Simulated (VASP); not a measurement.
Input of a VASP 6.6.1 run:

The input INCAR:

```
SYSTEM = MgS
ALGO = Normal ; EDIFF = 1E-6
ENCUT = 520 ; GGA = PE
ISIF = 2 ; ISMEAR = 1
ISPIN = 2 ; LASPH = .True.
LCHARG = .False. ; LORBIT = 11
LREAL = .False. ; LWAVE = .False.
MAGMOM = 0 0 ; NBANDS = 15
NELM = 150 ; PREC = Accurate
SIGMA = 0.012
```

The input KPOINTS:

```
k-points
0
Gamma
  4 4 4
  0 0 0
```

POSCAR

```
MgS
1.0
    0.0000000000      2.6043975556      2.6043975556
    2.6043975556      0.0000000000      2.6043975556
    2.6043975556      2.6043975556      0.0000000000
Mg S
1 1
Direct
    0.0000000000      0.0000000000      0.0000000000
    0.5000000000      0.5000000000      0.5000000000
```

Potentials or basis: VASP PAW PBE potentials, release 64 (Mg, S).

Command:

```sh
$ cat potpaw_PBE.64/Mg/POTCAR potpaw_PBE.64/S/POTCAR > POTCAR
$ mpirun -np 1 vasp_std > vasp.out
```

Task: Estimate the band gap on the k mesh.

Result: 2.74 eV, indirect (least direct gap 3.67 eV).

Task: Predict the net moment.

Result: 0.00 μB per cell.

Caveat: the k points lie up to 0.52 Å⁻¹ apart. A k mesh can miss the band edges.
